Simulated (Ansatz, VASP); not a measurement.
## CdI2 in VASP and in Ansatz

The input INCAR:

```
PREC = Accurate
ENCUT = 400
EDIFF = 1E-8
ISMEAR = -1
SIGMA = 0.03
LREAL = False
LASPH = True
NELM = 120
ALGO = Normal
ISIF = 2
LWAVE = False
LCHARG = False
GGA = PS
LEFG = True
NBANDS = 20
GGA_COMPAT = False
```

KPOINTS

```
Automatic mesh
0
Gamma
  8 8 5
```

The input POSCAR:

```
CdI2
1.0
    4.2439992147      0.0000000000      0.0000000000
   -2.1219996073      3.6754111335      0.0000000000
    0.0000000000      0.0000000000      6.8590000000
Cd I
1 2
Direct
    0.0000000000      0.0000000000      0.0000000000
    0.3333333333      0.6666666667      0.2492000000
    0.6666666667      0.3333333333      0.7508000000
```

Input for Ansatz:

```yaml
crystal:
  lattice:
    - [4.2439992147, 0.0, 0.0]
    - [-2.1219996073, 3.6754111335, 0.0]
    - [0.0, 0.0, 6.859]
  atoms:
    - { symbol: Cd, position: [0.0, 0.0, 0.0] }
    - { symbol: I, position: [0.3333333333, 0.6666666667, 0.2492] }
    - { symbol: I, position: [0.6666666667, 0.3333333333, 0.7508] }
kpoints:
  mp_grid: { grid: [8, 8, 5] }
  band_path:
    path:
      - [0.0, 0.0, 0.0]
      - [0.5, 0.0, 0.0]
      - [0.3333333333, 0.3333333333, 0.0]
      - [0.0, 0.0, 0.0]
      - [0.0, 0.0, 0.5]
      - [0.5, 0.0, 0.5]
      - [0.3333333333, 0.3333333333, 0.5]
      - [0.0, 0.0, 0.5]
      - [0.5, 0.0, 0.5]
    npoints: 8
scf:
  occupations: { method: fermi_dirac, width: 0.03 }
hamiltonian:
  xc: pbesol
  pseudopotentials: { kind: all_electron, datasets: crystal }
output:
  forces: true
  stress: true
  eigenvalues: true
  efg: { contact_densities: true }
```

Alike in both runs: task electric field gradients; functional PBEsol; k mesh 8 × 8 × 5; occupations fermi-dirac, width 0.03 eV; no spin polarisation.

|  | VASP | Ansatz |
| --- | --- | --- |
| version | VASP 6.6.1 | Ansatz 0.2.0 |
| potentials or method | VASP PAW PBE potentials, release 64 (Cd, I), cutoff 400 eV | all-electron PAW with datasets made for the crystal, scalar-relativistic |

|  | VASP | Ansatz | Ansatz less VASP |
| --- | --- | --- | --- |
| gap on the k mesh at the Fermi level (eV) | 2.29 | 2.30 | +0.010 |
| pressure (GPa) | -0.5 | -0.4 | +0.06 |
| traceless stress, the component that is largest in VASP (GPa) | 0.11 | 0.12 | +0.011 |
| rms of the force components (eV/Å) | 0.033 | 0.044 | +0.0117 |
| size of Vzz on the site where it differs most (V/Å²) | 56.0 | 57.5 | +1.48 |

VASP's potentials were made for PBE, not for PBEsol. Atom by atom the forces differ by 0.012 eV/Å (rms over components). Ansatz ran all-electron here, and VASP with PAW potentials.

Neither program's run includes spin-orbit coupling.
